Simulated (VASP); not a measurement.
# GdN (Fm-3m) in VASP: further runs, part 2 of 2

VASP 6.6.1. Earlier steps stand in the parts before.

## (3) Single point, PBE+D3(BJ), collinear spin, ferromagnetic start

This run uses another cell than the first one, of 15.05 Å³/atom.

INCAR

```
PREC = Accurate
ENCUT = 600
EDIFF = 1E-6
ISMEAR = 0
SIGMA = 0.1
LREAL = False
LASPH = True
NELM = 200
ALGO = Normal
ISIF = 2
LWAVE = False
LCHARG = True
ISPIN = 2
MAGMOM = 7.55 0
LORBIT = 11
LMAXMIX = 6
GGA = PE
IVDW = 12
LELF = True
LVHAR = True
NBANDS = 22
GGA_COMPAT = False
```

KPOINTS

```
Automatic mesh
0
Gamma
  14 14 14
```

POSCAR

```
GdN
1.0
    0.0000000000      2.4689346496      2.4689346496
    2.4689346496      0.0000000000      2.4689346496
    2.4689346496      2.4689346496      0.0000000000
Gd N
1 1
Direct
    0.0000000000      0.0000000000      0.0000000000
    0.5000000000      0.5000000000      0.5000000000
```

Potentials or basis: VASP PAW PBE potentials, release 64 (Gd, N).

Started as:

```
cat potpaw_PBE.64/Gd/POTCAR potpaw_PBE.64/N/POTCAR > POTCAR
mpirun -np 1 vasp_std > vasp.out
```

OUTCAR:

```text
PREC = Accurate
   ENCUT = 600
   EDIFF = 1E-6
   ISMEAR = 0
   LREAL = False
   LASPH = True
   NELM = 200
   ISIF = 2
   ISPIN = 2
   LORBIT = 11
   GGA = PE
   IVDW = 12
 IVDW          = 12

 ion  position               nearest neighbor table
   1  0.000  0.000  0.000-   2 2.47   2 2.47   2 2.47   2 2.47   2 2.47   2 2.47
   2  0.500  0.500  0.500-   1 2.47   1 2.47   1 2.47   1 2.47   1 2.47   1 2.47

  LATTYP: Found a face centered cubic cell.
 ALAT       =     4.9378692992

[... 1421 lines left out ...]
  external pressure =       -0.04 kB  Pullay stress =        0.00 kB

 VOLUME and BASIS-vectors are now :
 -----------------------------------------------------------------------------
  energy-cutoff  :      600.00
  volume of cell :       30.10
      direct lattice vectors                 reciprocal lattice vectors
     0.000000000  2.468934650  2.468934650    -0.202516498  0.202516498  0.202516498
     2.468934650  0.000000000  2.468934650     0.202516498 -0.202516498  0.202516498
     2.468934650  2.468934650  0.000000000     0.202516498  0.202516498 -0.202516498

 POSITION                                       TOTAL-FORCE (eV/Angst)
 -----------------------------------------------------------------------------------
      0.00000      0.00000      0.00000         0.000000     -0.000000      0.000000
      2.46893      2.46893      2.46893        -0.000000      0.000000     -0.000000
 -----------------------------------------------------------------------------------
    total drift:                                0.000000      0.000000      0.000000

  FREE ENERGIE OF THE ION-ELECTRON SYSTEM (eV)
  ---------------------------------------------------
  free  energy   TOTEN  =       -23.9930832755 eV

  energy  without entropy=      -23.9927457439  energy(sigma->0) =      -23.99291451

 total charge

# of ion       s       p       d       f       tot
--------------------------------------------------
    1        2.036   5.668   0.552   6.998  15.253
    2        1.249   2.390   0.000   0.000   3.639
--------------------------------------------------
tot          3.285   8.058   0.552   6.998  18.892

 magnetization (x)

# of ion       s       p       d       f       tot
--------------------------------------------------
    1       -0.005  -0.080   0.087   6.802   6.804
    2       -0.007  -0.081   0.000   0.000  -0.089
--------------------------------------------------
tot         -0.013  -0.161   0.087   6.802   6.715
```

OSZICAR:

```text
N       E                     dE             d eps       ncg     rms          rms(c)
DAV:   1     0.142032325440E+03    0.14203E+03   -0.90754E+03 12748   0.616E+03
DAV:   2    -0.297071361230E+01   -0.14500E+03   -0.12453E+03 12654   0.476E+02
DAV:   3    -0.220000333137E+02   -0.19029E+02   -0.18514E+02 13318   0.127E+02
[... 26 lines left out ...]
DAV:  30    -0.232080896553E+02   -0.14705E-04   -0.50304E-04 15682   0.218E-01    0.249E-01
DAV:  31    -0.232080918611E+02   -0.22058E-05   -0.34183E-05 15504   0.323E-02    0.103E-01
DAV:  32    -0.232080909654E+02    0.89576E-06   -0.10379E-05 10684   0.153E-01    0.180E-01
DAV:  33    -0.232080941862E+02   -0.32208E-05   -0.78378E-06 12832   0.157E-01    0.783E-02
DAV:  34    -0.232080913489E+02    0.28373E-05   -0.82112E-06 10854   0.170E-01    0.272E-02
DAV:  35    -0.232080912995E+02    0.49399E-07   -0.68576E-07  6460   0.426E-02
   1 F= -.23993083E+02 E0= -.23992915E+02  d E =-.337532E-03  mag=     7.0000
```

stdout:

```text
POSCAR found type information on POSCAR GdN
 POSCAR found :  2 types and       2 ions
 scaLAPACK will be used
 LDA part: xc-table for (Slater+PW92), standard interpolation
 POSCAR, INCAR and KPOINTS ok, starting setup
 FFT: planning ... GRIDC
 FFT: planning ... GRID_SOFT
 FFT: planning ... GRID
 WAVECAR not read
 entering main loop
```

It took 13 min on 1 thread of Intel Xeon 8259CL, shared host; peak memory 0.3 GiB.

Results:

| Quantity | Value |
| --- | --- |
| Free energy | -23.9931 eV |
| Pressure | 0.0 GPa |
| Band gap on the k mesh | zero (filled and empty bands overlap) |
| Net moment | 7.00 μB per cell |
| Site moments | Gd +6.80; N -0.09 μB |
| Valence electrons inside the program's atomic spheres | Gd 15.25; N 3.64 |
| Dispersion energy per atom | -0.392 eV |

Levels at points of the mesh, in eV from the Fermi level:
Spin up:
```tsv
k point	band 13	band 14	band 15	band 16	band 17	band 18
(0.00, 0.00, 0.00)	0.20	0.20	0.20	2.42	2.42	2.42
(0.50, 0.00, 0.00)	-3.18	-2.77	-2.77	5.13	5.93	5.93
(0.50, 0.50, 0.00)	-1.50	-0.64	-0.24	-0.24	6.58	6.73
```
Spin down:
```csv
k point,band 6,band 7,band 8,band 9,band 10,band 11
"(0.00, 0.00, 0.00)",-0.99,-0.99,-0.99,1.68,2.26,2.26
"(0.50, 0.00, 0.00)",-4.27,-2.64,-2.64,1.83,1.93,1.93
"(0.50, 0.50, 0.00)",-1.14,-0.90,-0.90,0.09,1.98,2.05
```

Caveat: spin-orbit coupling is left out, which moves the levels of the heavy elements; a cell with one magnetic atom can't hold antiferromagnetic order, which such compounds often take; semilocal functionals describe open f shells poorly, which spoils levels, moments and volumes. The state reached can hang on the start; a lower one may exist.
